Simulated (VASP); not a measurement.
# HgTe (Fm-3m) in VASP: further runs, part 2 of 2

VASP 6.6.1. Earlier steps stand in the parts before.

## (4) Single point, LDA

This run uses another cell than the first one, of 32.80 Å³/atom, 1.041 times its volume.

Input file INCAR:

```
SYSTEM = HgTe
  ALGO = Normal
  EDIFF = 1E-7
  ENCUT = 520
  GGA = CA
  ISIF = 2
  ISMEAR = -1
  LASPH = .True.
  LCHARG = .True.
  LELF = .True.
  LREAL = .False.
  LVHAR = .True.
  LWAVE = .False.
  NBANDS = 16
  NELM = 60
  PREC = Accurate
  SIGMA = 0.05
```

Input file KPOINTS:

```
k-points
0
Gamma
  7 7 7
  0 0 0
```

Input file POSCAR:

```
HgTe
1.0
    0.0000000000      3.2010602164      3.2010602164
    3.2010602164      0.0000000000      3.2010602164
    3.2010602164      3.2010602164      0.0000000000
Hg Te
1 1
Direct
    0.0000000000      0.0000000000      0.0000000000
    0.5000000000      0.5000000000      0.5000000000
```

Potentials or basis: VASP PAW LDA potentials, release 64 (Hg, Te).

Command:

```sh
> cat potpaw_LDA.64/Hg/POTCAR potpaw_LDA.64/Te/POTCAR > POTCAR
> mpirun -np 1 vasp_std > vasp.out
```

OUTCAR:

```text
SYSTEM = HgTe
   EDIFF = 1E-7
   ENCUT = 520
   GGA = CA
   ISIF = 2
   ISMEAR = -1
   LASPH = .True.
   LREAL = .False.
   NELM = 60
   PREC = Accurate

 ion  position               nearest neighbor table
   1  0.000  0.000  0.000-   2 3.20   2 3.20   2 3.20   2 3.20   2 3.20   2 3.20
   2  0.500  0.500  0.500-   1 3.20   1 3.20   1 3.20   1 3.20   1 3.20   1 3.20

  LATTYP: Found a face centered cubic cell.
 ALAT       =     6.4021204328

  Lattice vectors:

 A1 = (   0.0000000000,   3.2010602164,   3.2010602164)
 A2 = (   3.2010602164,   0.0000000000,   3.2010602164)
 A3 = (   3.2010602164,   3.2010602164,   0.0000000000)

Analysis of symmetry for initial positions (statically):
=====================================================================
 Subroutine PRICEL returns:
 Original cell was already a primitive cell.

 Routine SETGRP: Setting up the symmetry group for a
 face centered cubic supercell.

 Subroutine GETGRP returns: Found 48 space group operations
 (whereof 48 operations were pure point group operations)
 out of a pool of 48 trial point group operations.

The static configuration has the point symmetry O_h .

Analysis of symmetry for dynamics (positions and initial velocities):
=====================================================================
 Subroutine PRICEL returns:
 Original cell was already a primitive cell.

 Routine SETGRP: Setting up the symmetry group for a
 face centered cubic supercell.

 Subroutine GETGRP returns: Found 48 space group operations
 (whereof 48 operations were pure point group operations)
 out of a pool of 48 trial point group operations.

The dynamic configuration has the point symmetry O_h .

 Subroutine INISYM returns: Found 48 space group operations
 (whereof 48 operations are pure point group operations),
 and found     1 'primitive' translations

----------------------------------------------------------------------------------------

[... 106 lines left out ...]
     AMIX     =   0.40;   BMIX     =  1.00
     AMIX_MAG =   1.60;   BMIX_MAG =  1.00
  volume/ion in A,a.u.               =      32.80       221.35
  Fermi-wavevector in a.u.,A,eV,Ry     =   1.063805  2.010299 15.397441  1.131680
  Thomas-Fermi vector in A             =   2.199302
   LORBIT       =      0    0 simple, 1 ext, 2 COOP (PROOUT), +10 PAW based schemes
   GGA     = CA    functional components
   LHFCALC =     F    Hartree Fock is set to
   AEXX    =    0.0000 exact exchange contribution
   IVDW    =     0    specifies the selected vdW correction
   LEPSILON=     F    determine dielectric tensor
   LRPA    =     F    only Hartree local field effects (RPA)
 non-spin polarized calculation
  energy-cutoff  :      520.00
  volume of cell :       65.60
 maximum number of plane-waves:      1807
 NGX is ok and might be reduce to    36
   NGX = 17   NGY = 17   NGZ = 17

 number of electron      17.9999998 magnetization

 Free energy of the ion-electron system (eV)
  ---------------------------------------------------
  ext. energy  EPLUGINS =         0.00000000
  ---------------------------------------------------
  free energy    TOTEN  =        -4.52990360 eV

  energy without entropy =       -4.52064673  energy(sigma->0) =       -4.52527516

 E-fermi :   2.7190     XC(G=0):  -9.4855

 val. band max:        2.7075509904   @ k =  -0.1429   0.1429   0.0000
 cond. band min:       2.8091797148   @ k =   0.4286   0.0000   0.0000
 fundamental gap:      0.1016287244
 Fermi energy:         2.7190472081

 k-point     1 :       0.0000    0.0000    0.0000
  band No.  band energies     occupation
      1      -8.4945      2.00000
      2      -3.5269      2.00000
      3      -3.5269      2.00000
      4      -3.4736      2.00000
      5      -3.4736      2.00000
      6      -3.4736      2.00000
[... 357 lines left out ...]
      3      -3.5063      2.00000
      4      -3.4447      2.00000
      5      -3.3222      2.00000
      6      -3.1388      2.00000
[... 8 lines left out ...]
     15      12.5738      0.00000
     16      14.6812      0.00000

------------------------ aborting loop because EDIFF is reached ----------------------------------------

  FORCE on cell =-STRESS in cart. coord.  units (eV):
  Direction    XX          YY          ZZ          XY          YZ          ZX
  --------------------------------------------------------------------------------------
  -------------------------------------------------------------------------------------
  Total       -3.2862944     -3.2862944     -3.2862944      0.0000000      0.0000000      0.0000000
  in kB      -80.2611762    -80.2611762    -80.2611762      0.0000000      0.0000000      0.0000000
  external PRESSURE =     -80.2611762 kB  Pullay stress =       0.0000000 kB

 VOLUME and BASIS-vectors are now :
 -----------------------------------------------------------------------------
  energy-cutoff  :      520.00
  volume of cell :       65.60
      direct lattice vectors                 reciprocal lattice vectors
     0.000000000  3.201060216  3.201060216    -0.156198249  0.156198249  0.156198249
     3.201060216  0.000000000  3.201060216     0.156198249 -0.156198249  0.156198249
     3.201060216  3.201060216  0.000000000     0.156198249  0.156198249 -0.156198249

 POSITION                                       TOTAL-FORCE (eV/Angst)
 -----------------------------------------------------------------------------------
      0.00000      0.00000      0.00000        -0.000000      0.000000      0.000000
      3.20106      3.20106      3.20106         0.000000      0.000000     -0.000000
 -----------------------------------------------------------------------------------
    total drift:                               -0.000000      0.000000      0.000000

  FREE ENERGIE OF THE ION-ELECTRON SYSTEM (eV)
  ---------------------------------------------------
  free  energy   TOTEN  =        -4.5299035974 eV

  energy  without entropy=       -4.5206467302  energy(sigma->0) =       -4.52527516
```

OSZICAR:

```text
N       E                     dE             d eps       ncg     rms          rms(c)
DAV:   1     0.103552782565E+03    0.10355E+03   -0.79178E+03   640   0.978E+02
DAV:   2    -0.957551616501E+00   -0.10451E+03   -0.97137E+02   744   0.223E+02
DAV:   3    -0.469006503613E+01   -0.37325E+01   -0.37199E+01   776   0.437E+01
DAV:   4    -0.472039665841E+01   -0.30332E-01   -0.30329E-01   904   0.367E+00
DAV:   5    -0.472065834952E+01   -0.26169E-03   -0.26169E-03   792   0.254E-01    0.493E+00
DAV:   6    -0.454155808329E+01    0.17910E+00   -0.37148E-01   752   0.700E+00    0.410E+00
DAV:   7    -0.453286426972E+01    0.86938E-02   -0.43414E-02   752   0.140E+00    0.174E+00
DAV:   8    -0.453013057233E+01    0.27337E-02   -0.38395E-03   736   0.652E-01    0.320E-01
DAV:   9    -0.452989770740E+01    0.23286E-03   -0.35712E-04   824   0.149E-01    0.516E-02
DAV:  10    -0.452990207536E+01   -0.43680E-05   -0.27833E-05   768   0.473E-02    0.290E-02
DAV:  11    -0.452990365258E+01   -0.15772E-05   -0.20637E-06   848   0.102E-02    0.458E-03
DAV:  12    -0.452990359744E+01    0.55139E-07   -0.23908E-07   608   0.456E-03
   1 F= -.45299036E+01 E0= -.45252752E+01  d E =-.925687E-02
```

stdout:

```text
POSCAR found type information on POSCAR HgTe
 POSCAR found :  2 types and       2 ions
 scaLAPACK will be used
 LDA part: xc-table for (Slater(with rela. corr.)+CA(PZ))
 , standard interpolation
 POSCAR, INCAR and KPOINTS ok, starting setup
 FFT: planning ... GRIDC
 FFT: planning ... GRID_SOFT
 FFT: planning ... GRID
 WAVECAR not read
 entering main loop
```

It took 23 s on 1 thread of Intel Xeon 6975P-C, shared host; peak memory 0.18 GiB.

Results:

```
Free energy            : -4.5299 eV
Pressure               : -8.0 GPa
Band gap on the k mesh : zero (band 9 reaches 2.86 eV, above the bottom of band 10 at 1.00 eV)
```

Caveat: spin-orbit coupling is left out, which moves the levels of the heavy elements.

## (5) Single point, LDA

This run uses another cell than the first one, of 33.44 Å³/atom, 1.061 times its volume.

Input file INCAR:

```
PREC = Accurate
ENCUT = 520
EDIFF = 1E-6
ISMEAR = -1
SIGMA = 0.05
LREAL = False
LASPH = True
NELM = 80
ALGO = Normal
ISIF = 2
LWAVE = False
LCHARG = True
LELF = True
LVHAR = True
NBANDS = 16
```

Input file KPOINTS:

```
regular mesh
0
Gamma
  7 7 7
```

Input file POSCAR:

```
HgTe
1.0
    0.0000000000      3.2218469041      3.2218469041
    3.2218469041      0.0000000000      3.2218469041
    3.2218469041      3.2218469041      0.0000000000
Hg Te
1 1
Direct
    0.0000000000      0.0000000000      0.0000000000
    0.5000000000      0.5000000000      0.5000000000
```

Command:

```sh
> cat potpaw_LDA.64/Hg/POTCAR potpaw_LDA.64/Te/POTCAR > POTCAR
> mpirun -np 1 vasp_std > vasp.out
```

Run time: 23 s. Hardware: 1 thread of Intel Xeon 6975P-C, shared host; peak memory 0.18 GiB.

Results (log left out):

- Free energy: -4.4647 eV
- Pressure: -8.3 GPa
- Band gap on the k mesh: zero (band 9 reaches 2.66 eV, above the bottom of band 10 at 0.88 eV)

Levels at points of the mesh, in eV from the Fermi level:
| k point | band 7 | band 8 | band 9 | band 10 | band 11 | band 12 |
| --- | --- | --- | --- | --- | --- | --- |
| (0.00, 0.00, 0.00) | -1.62 | -0.51 | -0.51 | -0.51 | 7.24 | 7.24 |

Caveat: spin-orbit coupling is left out, which moves the levels of the heavy elements.

## (6) Summary

| level | potentials or basis | cell | gap on the mesh (eV) | pressure (GPa) |
| --- | --- | --- | --- | --- |
| PBEsol | VASP PAW PBE potentials, release 64 (Hg, Te) | a = 4.467 Å, angles 60.0°, 2 atoms | none | -6.0 |
| LDA | VASP PAW LDA potentials, release 64 (Hg, Te) | a = 4.497 Å, angles 60.0°, 2 atoms | none | -7.7 |
| LDA | VASP PAW LDA potentials, release 64 (Hg, Te) | a = 4.527 Å, angles 60.0°, 2 atoms | none | -8.0 |
| LDA | VASP PAW LDA potentials, release 64 (Hg, Te) | a = 4.556 Å, angles 60.0°, 2 atoms | none | -8.3 |

Alike in all rows: task single point; no spin polarisation; k mesh 7 × 7 × 7; cutoff (eV) 520; smearing fermi-dirac 0.05 eV.

Caveats: spin-orbit coupling is left out, which moves the levels of the heavy elements; the PAW data sets were made with another functional, which shifts forces and pressure a little (some runs).

Total energies depend on the potentials used, so only differences within one code and one set of settings carry meaning.
